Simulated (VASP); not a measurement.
Input of a VASP 6.6.1 run:

Contents of INCAR:

```
PREC = Accurate
ENCUT = 520
EDIFF = 1E-7
ISMEAR = 0
SIGMA = 0.1
LREAL = False
LASPH = True
NELM = 60
ALGO = Fast
ISIF = 2
LWAVE = False
LCHARG = False
GGA = PE
NBANDS = 18
```

KPOINTS

```
Automatic mesh
0
Gamma
  15 15 8
```

The input POSCAR:

```
Ta
1.0
    2.9003720726      0.0000000000      0.0000000000
   -1.4501860363      2.5117958953      0.0000000000
    0.0000000000      0.0000000000      5.1662740000
Ta
2
Direct
    0.6666666700      0.3333333300      0.7500000000
    0.3541171669      0.7821696854      0.2089568807
```

Potentials or basis: VASP PAW PBE potentials, release 64 (Ta_pv).

The run is started by

```bash
$ cat potpaw_PBE.64/Ta_pv/POTCAR > POTCAR
$ mpirun -np 1 vasp_std > vasp.out
```

(1) Predict the band gap on the k mesh.

(2) Estimate the pressure.

Answers

(1) zero (bands 11 and 12 overlap by 2.39 eV).

(2) 3.0 GPa.

Caveat: the cell differs from its parent crystal (one atom moved); the stress differs along the axes, from -2 to 9 GPa; spin-orbit coupling is left out, which moves the levels of the heavy elements; forces of over 1 eV/Å act on the atoms, so gaps and moduli don't describe the material at rest.
